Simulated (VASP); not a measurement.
# K (Im-3m) in VASP: relaxation of volume and atoms at fixed shape with PBEsol

Aim: the relaxation of volume and atoms at fixed shape of K with PBEsol.

All numbers are computed with VASP 6.6.1; they aren't measurements. Logs are shortened: lines on timing, memory, paths and dates and some standing lists are left out, and cuts for length are marked.

**1. The cell of the first run**

It takes space group Im-3m (No. 229, cubic). Conventional cell: a = 5.225 Å, b = 5.225 Å, c = 5.225 Å, α = 90.00°, β = 90.00°, γ = 90.00°.

**2. Relaxation of volume and atoms at fixed shape, PBEsol**

The input, INCAR:

```
SYSTEM = K
PREC     = Accurate       ! precision mode
ENCUT    = 600            ! plane-wave cutoff, eV
EDIFF    = 1E-6           ! SCF threshold, eV
ISMEAR   = -1             ! smearing method
SIGMA    = 0.05           ! smearing width, eV
LREAL    = .False.        ! projectors in reciprocal space
LASPH    = .True.         ! aspherical terms in the spheres
NELM     = 80             ! most SCF steps
ALGO     = Normal         ! electronic algorithm
ISIF     = 8              ! what is computed and relaxed
LWAVE    = .False.        ! write WAVECAR
LCHARG   = .False.        ! write CHGCAR
GGA      = PS             ! functional
IBRION   = 2              ! ionic algorithm
NSW      = 80             ! ionic steps
EDIFFG   = -0.01          ! ionic threshold
```

The input, KPOINTS:

```
regular mesh
0
Gamma
  6 6 6
  0 0 0
```

The input, POSCAR:

```
K
1.0
   -2.6125000000      2.6125000000      2.6125000000
    2.6125000000     -2.6125000000      2.6125000000
    2.6125000000      2.6125000000     -2.6125000000
K
1
Direct
    0.0000000000      0.0000000000      0.0000000000
```

Potentials or basis: VASP PAW PBE potentials, release 64 (K_sv).

Command:

```bash
cat potpaw_PBE.64/K_sv/POTCAR > POTCAR
mpirun -np 1 vasp_std > vasp.out
```

OUTCAR:

```text
SYSTEM = K
   PREC = Accurate
   ENCUT = 600
   EDIFF = 1E-6
   ISMEAR = -1
   LREAL = .False.
   LASPH = .True.
   NELM = 80
   ISIF = 8
   GGA = PS
   IBRION = 2
   NSW = 80
   EDIFFG = -0.01

 ion  position               nearest neighbor table
   1  0.000  0.000  0.000-

  LATTYP: Found a body centered cubic cell.
 ALAT       =     5.2250000000

  Lattice vectors:

 A1 = (  -2.6125000000,   2.6125000000,   2.6125000000)
 A2 = (   2.6125000000,  -2.6125000000,   2.6125000000)
 A3 = (   2.6125000000,   2.6125000000,  -2.6125000000)

Analysis of symmetry for initial positions (statically):
=====================================================================
 Subroutine PRICEL returns:
 Original cell was already a primitive cell.

 Routine SETGRP: Setting up the symmetry group for a
 body centered cubic supercell.

 Subroutine GETGRP returns: Found 48 space group operations
 (whereof 48 operations were pure point group operations)
 out of a pool of 48 trial point group operations.

The static configuration has the point symmetry O_h .

Analysis of symmetry for dynamics (positions and initial velocities):
=====================================================================
 Subroutine PRICEL returns:
 Original cell was already a primitive cell.

 Routine SETGRP: Setting up the symmetry group for a
 body centered cubic supercell.

 Subroutine GETGRP returns: Found 48 space group operations
 (whereof 48 operations were pure point group operations)
 out of a pool of 48 trial point group operations.

The dynamic configuration has the point symmetry O_h .

 Subroutine INISYM returns: Found 48 space group operations
 (whereof 48 operations are pure point group operations),
 and found     1 'primitive' translations

----------------------------------------------------------------------------------------

                                     Primitive cell

  volume of cell :      71.3229

  direct lattice vectors                    reciprocal lattice vectors
    -2.612500000  2.612500000  2.612500000     0.000000000  0.191387560  0.191387560
     2.612500000 -2.612500000  2.612500000     0.191387560  0.000000000  0.191387560
     2.612500000  2.612500000 -2.612500000     0.191387560  0.191387560  0.000000000

  length of vectors
     4.524982735  4.524982735  4.524982735     0.270662883  0.270662883  0.270662883

  position of ions in fractional coordinates (direct lattice)
     0.000000000  0.000000000  0.000000000

  ion indices of the primitive-cell ions
   primitive index   ion index
                 1           1

----------------------------------------------------------------------------------------

 KPOINTS: regular mesh

Automatic generation of k-mesh.
 Grid dimensions read from file:
 generate k-points for:    6    6    6

 Generating k-lattice:

  Cartesian coordinates                     Fractional coordinates (reciprocal lattice)
     0.000000000  0.031897927  0.031897927     0.166666667  0.000000000  0.000000000
     0.031897927  0.000000000  0.031897927     0.000000000  0.166666667  0.000000000
     0.031897927  0.031897927  0.000000000     0.000000000  0.000000000  0.166666667

  Length of vectors
     0.045110480  0.045110480  0.045110480

  Shift w.r.t. Gamma in fractional coordinates (k-lattice)
     0.000000000  0.000000000  0.000000000

 Subroutine IBZKPT returns following result:
 ===========================================

 Found     16 irreducible k-points:

 Following reciprocal coordinates:
            Coordinates               Weight
  0.000000  0.000000  0.000000      1.000000
  0.166667  0.000000  0.000000     12.000000
  0.333333  0.000000  0.000000     12.000000
  0.500000  0.000000  0.000000      6.000000
  0.166667  0.166667  0.000000     24.000000
  0.333333  0.166667  0.000000     48.000000
[... 8 lines left out ...]
  0.500000  0.500000  0.333333     12.000000
  0.500000  0.500000  0.500000      1.000000
   k-points           NKPTS =     16   k-points in BZ     NKDIM =     16   number of bands    NBANDS=      8
   number of dos      NEDOS =    301   number of ions     NIONS =      1
   total plane-waves  NPLWV =  46656
   dimension x,y,z NGX =    36 NGY =   36 NGZ =   36
   dimension x,y,z NGXF=    72 NGYF=   72 NGZF=   72
   ions per type =               1
   NGX,Y,Z   is equivalent  to a cutoff of  13.23, 13.23, 13.23 a.u.
   NGXF,Y,Z  is equivalent  to a cutoff of  26.45, 26.45, 26.45 a.u.
 SYSTEM =  K
   PREC   = accura    normal or accurate (medium, high low for compatibility)
   ISTART =      0    job   : 0-new  1-cont  2-samecut
   ICHARG =      2    charge: 1-file 2-atom 10-const
   ISPIN  =      1    spin polarized calculation?
   LNONCOLLINEAR =      F non collinear calculations
   LSORBIT =      F    spin-orbit coupling
   LASPH  =      T    aspherical Exc in radial PAW
   ENCUT  =  600.0 eV  44.10 Ry    6.64 a.u.   9.04  9.04  9.04*2*pi/ulx,y,z
   NELM   =     80;   NELMIN=  2; NELMDL= -5     # of ELM steps
   EDIFF  = 0.1E-05   stopping-criterion for ELM
   LREAL  =      F    real-space projection
   EDIFFG = -.1E-01   stopping-criterion for IOM
   NSW    =     80    number of steps for IOM
   IBRION =      2    ionic relax: 0-MD 1-quasi-New 2-CG
   NFREE  =      1    steps in history (QN), initial steepest desc. (CG)
   ISIF   =      8    stress and relaxation
   ISYM   =      2    0-nonsym 1-usesym 2-fastsym
   POTIM  = 0.5000    time-step for ionic-motion
   TEBEG  =    0.0;   TEEND  =   0.0 temperature during run
   PSTRESS=    0.0 pullay stress
   NELECT =       9.0000    total number of electrons
   NUPDOWN=      -1.0000    fix difference up-down
   EMIN   =  10.00;   EMAX   =-10.00  energy-range for DOS
   EFERMI =   0.00;   METHOD = LEGACY
   ISMEAR =    -1;   SIGMA  =   0.05  broadening in eV -4-tet -1-fermi 0-gaus
   EFERMI_NEDOS =   21; number of points for ismear=-14 and -15
   IALGO  =     38    algorithm
   IMIX   =      4    mixing-type and parameters
     AMIX     =   0.40;   BMIX     =  1.00
     AMIX_MAG =   1.60;   BMIX_MAG =  1.00
  volume/ion in A,a.u.               =      71.32       481.31
  Fermi-wavevector in a.u.,A,eV,Ry     =   0.821131  1.551714  9.173822  0.674257
  Thomas-Fermi vector in A             =   1.932236
   LORBIT       =      0    0 simple, 1 ext, 2 COOP (PROOUT), +10 PAW based schemes
   GGA     = PS    functional components
   LHFCALC =     F    Hartree Fock is set to
   AEXX    =    0.0000 exact exchange contribution
   IVDW    =     0    specifies the selected vdW correction
   LEPSILON=     F    determine dielectric tensor
   LRPA    =     F    only Hartree local field effects (RPA)
 conjugate gradient relaxation of ions
 non-spin polarized calculation
  energy-cutoff  :      600.00
  volume of cell :       71.32
 maximum number of plane-waves:      2399
   NGX = 19   NGY = 19   NGZ = 19

 number of electron       9.0000000 magnetization

 Free energy of the ion-electron system (eV)
  ---------------------------------------------------
  ext. energy  EPLUGINS =         0.00000000
  ---------------------------------------------------
  free energy    TOTEN  =        -1.12146326 eV

  energy without entropy =       -1.10603930  energy(sigma->0) =       -1.11375128

 E-fermi :  -0.0816     XC(G=0):  -5.7734

 val. band max:       -0.3498845094   @ k =   0.1667   0.1667   0.1667
 cond. band min:      -0.0690878072   @ k =   0.3333   0.1667   0.0000
 fundamental gap:      0.2807967022
 Fermi energy:        -0.0816069164

 k-point     1 :       0.0000    0.0000    0.0000
  band No.  band energies     occupation
      1     -32.0730      2.00000
      2     -15.5810      2.00000
      3     -15.5810      2.00000
      4     -15.5810      2.00000
      5      -2.3031      2.00000
      6       4.2252      0.00000
      7       4.2252      0.00000
      8       4.2252      0.00000

 k-point     2 :       0.1667    0.0000    0.0000
  band No.  band energies     occupation
      1     -32.0718      2.00000
      2     -15.6005      2.00000
      3     -15.5875      2.00000
      4     -15.5810      2.00000
      5      -1.9527      2.00000
      6       3.5881      0.00000
      7       3.8387      0.00000
      8       4.5095      0.00000

 k-point     3 :       0.3333    0.0000    0.0000
  band No.  band energies     occupation
      1     -32.0694      2.00000
      2     -15.6387      2.00000
      3     -15.6003      2.00000
      4     -15.5810      2.00000
      5      -0.9673      2.00000
      6       2.0713      0.00000
      7       3.2891      0.00000
      8       5.0086      0.00000

 k-point     4 :       0.5000    0.0000    0.0000
  band No.  band energies     occupation
      1     -32.0682      2.00000
      2     -15.6576      2.00000
      3     -15.6067      2.00000
      4     -15.5810      2.00000
      5       0.3421      0.00042
      6       0.6011      0.00000
      7       3.0729      0.00000
      8       4.8407      0.00000

 k-point     5 :       0.1667    0.1667    0.0000
  band No.  band energies     occupation
      1     -32.0700      2.00000
      2     -15.6265      2.00000
      3     -15.5955      2.00000
      4     -15.5855      2.00000
      5      -1.2830      2.00000
      6       2.7467      0.00000
      7       3.1410      0.00000
      8       4.7928      0.00000
[... 89 lines left out ...]
 k-point    14 :      -0.3333    0.3333    0.3333
  band No.  band energies     occupation
      1     -32.0663      2.00000
      2     -15.6314      2.00000
      3     -15.6217      2.00000
      4     -15.6217      2.00000
      5       0.1927      0.00826
      6       2.1092      0.00000
      7       3.3717      0.00000
      8       3.3717      0.00000

 k-point    15 :       0.5000    0.5000    0.3333
  band No.  band energies     occupation
      1     -32.0653      2.00000
      2     -15.6415      2.00000
      3     -15.6288      2.00000
      4     -15.6225      2.00000
      5       1.1891      0.00000
      6       1.4132      0.00000
      7       2.9674      0.00000
      8       3.3579      0.00000

 k-point    16 :       0.5000    0.5000    0.5000
  band No.  band energies     occupation
      1     -32.0644      2.00000
      2     -15.6361      2.00000
      3     -15.6361      2.00000
      4     -15.6361      2.00000
      5       1.5596      0.00000
      6       1.5596      0.00000
      7       3.4490      0.00000
      8       3.4490      0.00000

------------------------ aborting loop because EDIFF is reached ----------------------------------------

  FORCE on cell =-STRESS in cart. coord.  units (eV):
  Direction    XX          YY          ZZ          XY          YZ          ZX
  --------------------------------------------------------------------------------------
  -------------------------------------------------------------------------------------
  Total        0.0031667      0.0031667      0.0031667      0.0000000     -0.0000000     -0.0000000
  in kB        0.0711350      0.0711350      0.0711350      0.0000000     -0.0000000     -0.0000000
  external PRESSURE =       0.0711350 kB  Pullay stress =       0.0000000 kB

 VOLUME and BASIS-vectors are now :
 -----------------------------------------------------------------------------
  energy-cutoff  :      600.00
  volume of cell :       71.32
      direct lattice vectors                 reciprocal lattice vectors
    -2.612500000  2.612500000  2.612500000     0.000000000  0.191387560  0.191387560
     2.612500000 -2.612500000  2.612500000     0.191387560  0.000000000  0.191387560
     2.612500000  2.612500000 -2.612500000     0.191387560  0.191387560  0.000000000

 POSITION                                       TOTAL-FORCE (eV/Angst)
 -----------------------------------------------------------------------------------
      0.00000      0.00000      0.00000         0.000000      0.000000     -0.000000
 -----------------------------------------------------------------------------------
    total drift:                               -0.000000     -0.000000      0.000000

  FREE ENERGIE OF THE ION-ELECTRON SYSTEM (eV)
  ---------------------------------------------------
  free  energy   TOTEN  =        -1.1214632621 eV

  energy  without entropy=       -1.1060392993  energy(sigma->0) =       -1.11375128

 reached required accuracy - stopping structural energy minimisation
```

Run time: 16 s. Hardware: 1 thread of AMD EPYC 7R13, shared host; peak memory 0.17 GiB.

Results:

| Property | Result |
| --- | --- |
| Free energy | -1.1215 eV |
| Pressure after relaxing | 0.0 GPa |
| Band gap on the k mesh | zero (an odd number of electrons rules out a gap without spin polarisation) |

Final structure:
```
K
1.0
    -2.61250    2.61250    2.61250
     2.61250   -2.61250    2.61250
     2.61250    2.61250   -2.61250
K
1
Direct
  0.00000 0.00000 0.00000
```

Caveat: the relaxation stopped at its first step, so nothing moved; the PAW data sets were made with another functional, which shifts forces and pressure a little.
